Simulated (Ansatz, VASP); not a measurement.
Two plane-wave programs on Ru

```
Ru
1.0
     2.68968    0.00000    0.00000
    -1.34484    2.32934    0.00000
     0.00000    0.00000    4.25238
Ru
2
Direct
  0.30328 0.60656 0.25000
  0.69672 0.39344 0.75000
```

Change from the starting cell: mode 5 frozen in at -0.140 Å, equal normal strain along x and y +0.0000.

Alike in both runs: task single point; functional PBEsol; k mesh 18 × 18 × 10; occupations gaussian, width 0.15 eV; no spin polarisation.

|  | VASP | Ansatz |
| --- | --- | --- |
| version | VASP 6.6.1 | Ansatz 0.2.0 |
| potentials or method | VASP PAW PBE potentials, release 64 (Ru_pv), cutoff 520 eV | scalar-relativistic, plane waves, PAW |
| valence electrons in the cell | 28 | 32 |

```csv
,VASP,Ansatz,Ansatz less VASP
gap on the k mesh at the Fermi level (eV),none,none,-
pressure (GPa),3.6,3.7,+0.08
"traceless stress, the component that is largest in VASP (GPa)",-8.41,-8.39,+0.027
rms of the force components (eV/Å),1.246,1.249,+0.0031
```

VASP's potentials were made for PBE, not for PBEsol, and Ansatz warns of the same on its side. Atom by atom the forces differ by 0.003 eV/Å (rms over components). A gap of «none» marks a metal or a gap that the smearing closes. The functional is the same, so the differences come from potentials, cutoffs and numerics. VASP's potentials hold 28 valence electrons a cell and Ansatz's 32, so a difference there can come from the potentials and not from the codes.
